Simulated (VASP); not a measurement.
# HfO2 (Fm-3m) in VASP: single point with PBE

Aim: the single point of HfO2 with PBE.

Program: VASP 6.6.1. These are calculated values, not measurements. Logs are shortened: lines on timing, memory, paths and dates and some standing lists are left out, and cuts for length are marked.

**1. The cell of the first run**

It takes space group Fm-3m (No. 225, cubic). The conventional cell has a = 5.115 Å, b = 5.115 Å, c = 5.115 Å, α = 90.00°, β = 90.00°, γ = 90.00°. Within 2.9 Å of Hf (site symmetry m-3m) lie 8 O at 2.21 Å. O (site symmetry -43m) has 4 Hf at 2.21 Å and 6 O at 2.56 Å within 2.9 Å.

**2. Single point, PBE, non-collinear spin, zero start, spin-orbit coupling**

Input file INCAR:

```
SYSTEM = HfO2
  ALGO = Normal
  EDIFF = 1E-7
  ENCUT = 520
  GGA = PE
  GGA_COMPAT = .FALSE.
  ISIF = 2
  ISMEAR = 0
  LASPH = .TRUE.
  LCHARG = .FALSE.
  LMAXMIX = 4
  LORBIT = 11
  LORBMOM = .TRUE.
  LREAL = .FALSE.
  LSORBIT = .TRUE.
  LWAVE = .FALSE.
  MAGMOM = 0 0 0 0 0 0 0 0 0
  NBANDS = 35
  NELM = 150
  PREC = Accurate
  SIGMA = 0.01
```

Input file KPOINTS:

```
k-points
0
G
  6 6 6
  0 0 0
```

Input file POSCAR:

```
HfO2
1.0
    0.0000000000      2.5575000000      2.5575000000
    2.5575000000      0.0000000000      2.5575000000
    2.5575000000      2.5575000000      0.0000000000
Hf O
1 2
Direct
    0.0000000000      0.0000000000      0.0000000000
    0.2500000000      0.2500000000      0.2500000000
    0.7500000000      0.7500000000      0.7500000000
```

Potentials or basis: VASP PAW PBE potentials, release 64 (Hf_pv, O).

The run is started by

```sh
> cat potpaw_PBE.64/Hf_pv/POTCAR potpaw_PBE.64/O/POTCAR > POTCAR
> mpirun -np 1 vasp_ncl > vasp.out
```

OUTCAR:

```text
SYSTEM = HfO2
   EDIFF = 1E-7
   ENCUT = 520
   GGA = PE
   ISIF = 2
   ISMEAR = 0
   LASPH = .TRUE.
   LORBIT = 11
   LREAL = .FALSE.
   LSORBIT = .TRUE.
   NELM = 150
   PREC = Accurate

 ion  position               nearest neighbor table
   1  0.000  0.000  0.000-   3 2.21   3 2.21   3 2.21   2 2.21   3 2.21   2 2.21   2 2.21   2 2.21

   2  0.250  0.250  0.250-   1 2.21   1 2.21   1 2.21   1 2.21
   3  0.750  0.750  0.750-   1 2.21   1 2.21   1 2.21   1 2.21

  LATTYP: Found a face centered cubic cell.
 ALAT       =     5.1150000000

  Lattice vectors:

 A1 = (   0.0000000000,   2.5575000000,   2.5575000000)
 A2 = (   2.5575000000,   0.0000000000,   2.5575000000)
 A3 = (   2.5575000000,   2.5575000000,   0.0000000000)

Analysis of symmetry for initial positions (statically):
=====================================================================
 Subroutine PRICEL returns:
 Original cell was already a primitive cell.

 Routine SETGRP: Setting up the symmetry group for a
 face centered cubic supercell.

 Subroutine GETGRP returns: Found 48 space group operations
 (whereof 48 operations were pure point group operations)
 out of a pool of 48 trial point group operations.

The static configuration has the point symmetry O_h .

Analysis of symmetry for dynamics (positions and initial velocities):
=====================================================================
 Subroutine PRICEL returns:
 Original cell was already a primitive cell.

 Routine SETGRP: Setting up the symmetry group for a
 face centered cubic supercell.

 Subroutine GETGRP returns: Found 48 space group operations
 (whereof 48 operations were pure point group operations)
 out of a pool of 48 trial point group operations.

The dynamic configuration has the point symmetry O_h .

Analysis of structural, dynamic, and magnetic symmetry:
=====================================================================
 Subroutine PRICEL returns:
 Original cell was already a primitive cell.

 Routine SETGRP: Setting up the symmetry group for a
 face centered cubic supercell.

 Subroutine GETGRP returns: Found 48 space group operations
 (whereof 48 operations were pure point group operations)
 out of a pool of 48 trial point group operations.

The overall configuration has the point symmetry O_h .

 Subroutine INISYM returns: Found 48 space group operations
 (whereof 48 operations are pure point group operations),
[... 761 lines left out ...]
      0.00000      0.00000      0.00000        -0.000000      0.000000      0.000000
      1.27875      1.27875      1.27875        -0.000000     -0.000000     -0.000000
      3.83625      3.83625      3.83625         0.000000      0.000000      0.000000
 -----------------------------------------------------------------------------------
    total drift:                                0.000000      0.000000      0.000000

  FREE ENERGIE OF THE ION-ELECTRON SYSTEM (eV)
  ---------------------------------------------------
  free  energy   TOTEN  =       -30.8572475087 eV

  energy  without entropy=      -30.8572475087  energy(sigma->0) =      -30.85724751

 orbital moment (x)

 # of ion     p       d       tot
 ----------------------------------------
  1         0.000   0.000   0.000
  2         0.000   0.000   0.000
  3         0.000   0.000   0.000
 ----------------------------------------
            0.000   0.000   0.000

 orbital moment (y)

 # of ion     p       d       tot
 ----------------------------------------
  1         0.000   0.000   0.000
  2         0.000   0.000   0.000
  3         0.000   0.000   0.000
 ----------------------------------------
            0.000   0.000   0.000

 orbital moment (z)

 # of ion     p       d       tot
 ----------------------------------------
  1         0.000   0.000   0.000
  2         0.000   0.000   0.000
  3         0.000   0.000   0.000
 ----------------------------------------
            0.000   0.000   0.000

 Spin-Orbit-Coupling matrix elements

 Ion:    1  E_soc:     -1.2352605
 l=   1
     0.0000000    -0.2021212    -0.2021212
    -0.2021212     0.0000000    -0.2021212
    -0.2021212    -0.2021212     0.0000000
 l=   2
     0.0000000    -0.0009214     0.0000000    -0.0009214    -0.0028341
    -0.0009214     0.0000000    -0.0021256    -0.0009214    -0.0007085
     0.0000000    -0.0021256     0.0000000    -0.0021256     0.0000000
    -0.0009214    -0.0009214    -0.0021256     0.0000000    -0.0007085
    -0.0028341    -0.0007085     0.0000000    -0.0007085     0.0000000
 l=   3
     0.0000000     0.0000000     0.0000000     0.0000000     0.0000000     0.0000000     0.0000000
     0.0000000     0.0000000     0.0000000     0.0000000     0.0000000     0.0000000     0.0000000
     0.0000000     0.0000000     0.0000000     0.0000000     0.0000000     0.0000000     0.0000000
     0.0000000     0.0000000     0.0000000     0.0000000     0.0000000     0.0000000     0.0000000
[... 29 lines left out ...]
 l=   2
     0.0000000     0.0000000     0.0000000     0.0000000     0.0000000
     0.0000000     0.0000000     0.0000000     0.0000000     0.0000000
     0.0000000     0.0000000     0.0000000     0.0000000     0.0000000
     0.0000000     0.0000000     0.0000000     0.0000000     0.0000000
     0.0000000     0.0000000     0.0000000     0.0000000     0.0000000
 l=   3
     0.0000000     0.0000000     0.0000000     0.0000000     0.0000000     0.0000000     0.0000000
     0.0000000     0.0000000     0.0000000     0.0000000     0.0000000     0.0000000     0.0000000
     0.0000000     0.0000000     0.0000000     0.0000000     0.0000000     0.0000000     0.0000000
     0.0000000     0.0000000     0.0000000     0.0000000     0.0000000     0.0000000     0.0000000
     0.0000000     0.0000000     0.0000000     0.0000000     0.0000000     0.0000000     0.0000000
     0.0000000     0.0000000     0.0000000     0.0000000     0.0000000     0.0000000     0.0000000
     0.0000000     0.0000000     0.0000000     0.0000000     0.0000000     0.0000000     0.0000000

 total charge

# of ion       s       p       d       tot
------------------------------------------
    1        0.286   6.591   1.327   8.204
    2        1.560   3.536   0.000   5.096
    3        1.560   3.536   0.000   5.096
--------------------------------------------------
tot          3.406  13.663   1.327  18.396

 magnetization (x)

# of ion       s       p       d       tot
------------------------------------------
    1       -0.000   0.000  -0.000  -0.000
    2       -0.000  -0.000   0.000  -0.000
    3        0.000  -0.000   0.000  -0.000
--------------------------------------------------
tot          0.000  -0.000  -0.000  -0.000

 magnetization (y)

# of ion       s       p       d       tot
------------------------------------------
    1        0.000   0.000  -0.000   0.000
    2        0.000   0.000   0.000   0.000
    3       -0.000   0.000   0.000  -0.000
--------------------------------------------------
tot         -0.000   0.000  -0.000  -0.000

 magnetization (z)

# of ion       s       p       d       tot
------------------------------------------
    1       -0.000   0.000  -0.000  -0.000
    2        0.000   0.000   0.000   0.000
    3       -0.000   0.000   0.000  -0.000
--------------------------------------------------
tot         -0.000   0.000  -0.000   0.000
```

Run time: 26 s. Hardware: 1 thread of Intel Xeon 6975P-C (Granite Rapids), shared host; peak memory 0.25 GiB.

What came out:

- Free energy: -30.8572 eV
- Pressure: -5.9 GPa
- Net moment: 0.00 μB per cell
- Valence electrons inside the program's atomic spheres: Hf 8.20; O 5.10

Moments on the atoms (μB; x, y, z):
```
Hf  0.00 0.00 0.00
O   0.00 0.00 0.00
O   0.00 0.00 0.00
```
